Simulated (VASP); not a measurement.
Write the native input for VASP 6.6.1 that does the following.

- Task: single point
- Functional: LDA
- Potentials or basis: VASP PAW LDA potentials, release 64 (Be, Te)
- Cutoff: 520 eV
- k mesh: 8 × 8 × 8
- Occupations: gaussian, width 0.05 eV
- Spin: no spin polarisation
- Dipole correction: no
- Further INCAR settings: ALGO = Normal; EDIFF = 1e-07; NBANDS = 11

The structure of BeTe lies in POSCAR:

```
BeTe
1.0
    0.0000000000      2.7700000000      2.6592000000
    2.7700000000      0.0000000000      2.6592000000
    2.7700000000      2.7700000000      0.0000000000
Be Te
1 1
Direct
    0.0000000000      0.0000000000      0.0000000000
    0.7500000000      0.7500000000      0.7500000000
```

This cell differs from its parent crystal: strain +0.000 along x and y, -0.040 along z.

The input as run:

INCAR

```
PREC = Accurate ; ENCUT = 520
EDIFF = 1E-7 ; ISMEAR = 0
SIGMA = 0.05 ; LREAL = False
LASPH = True ; NELM = 60
ALGO = Normal ; ISIF = 2
LWAVE = False ; LCHARG = False
NBANDS = 11
```

KPOINTS

```
regular mesh
0
Gamma
  8 8 8
```

Potentials or basis: VASP PAW LDA potentials, release 64 (Be, Te).

Launch:

```console
$ cat potpaw_LDA.64/Be/POTCAR potpaw_LDA.64/Te/POTCAR > POTCAR
$ mpirun -np 1 vasp_std > vasp.out
```

Results of the run:

```
Pressure               : 3.7 GPa
Band gap on the k mesh : 1.30 eV, indirect (least direct gap 3.31 eV)
```

Caveat: the cell differs from its parent crystal (strain +0.000 along x and y, -0.040 along z); spin-orbit coupling is left out, which moves the levels of the heavy elements.

Run time: 15 s on 1 thread of Intel(R) Xeon(R) Platinum 8488C (Sapphire Rapids) (shared host), peak memory 0.16 GiB.
